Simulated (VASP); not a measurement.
Al2BP3, 6 atoms in the cell. Symmetry: P3m1, No. 156, trigonal system. The conventional cell has a = 3.668 Å, b = 3.668 Å, c = 9.182 Å, α = 90.00°, β = 90.00°, γ = 120.00°. B (site symmetry 3m) has 4 P at 1.98 to 2.21 Å within 2.6 Å. Al (site symmetry 3m) has 4 P at 2.31 to 2.38 Å within 3.1 Å. Within 3.1 Å of Al (site symmetry 3m) lie 4 P at 2.31 to 2.36 Å. P (site symmetry 3m) has 3 B at 2.21 Å and 1 Al at 2.38 Å within 2.9 Å. Within 3.1 Å of P (site symmetry 3m) lie 4 Al at 2.31 to 2.36 Å. P (site symmetry 3m) has 1 B at 1.98 Å and 3 Al at 2.31 Å within 2.6 Å. 

* Program: VASP 6.6.1
* Task: single point
* Functional: PBE
* Potentials or basis: VASP PAW PBE potentials, release 64 (B, Al, P)
* Cutoff: 520 eV
* k mesh: 12 × 12 × 4
* Occupations: fermi-dirac, width 0.02 eV
* Spin: no spin polarisation
* Dipole correction: no
* Further INCAR settings: ALGO = Normal; EDIFF = 1e-06; NBANDS = 21

Potentials or basis: VASP PAW PBE potentials, release 64 (B, Al, P).

Launch:

```sh
$ cat potpaw_PBE.64/B/POTCAR potpaw_PBE.64/Al/POTCAR potpaw_PBE.64/P/POTCAR > POTCAR
$ mpirun -np 1 vasp_std > vasp.out
```

Hardware: 1 thread of AMD EPYC 9R45 96-Core Processor (Zen 5), with other jobs on the host.

Estimate the wall time of this run.

It took 88 s on 1 thread of AMD EPYC 9R45 96-Core Processor (Zen 5), with other jobs on the host, peak memory 0.27 GiB. Counts: scf iterations 14, k points 69.
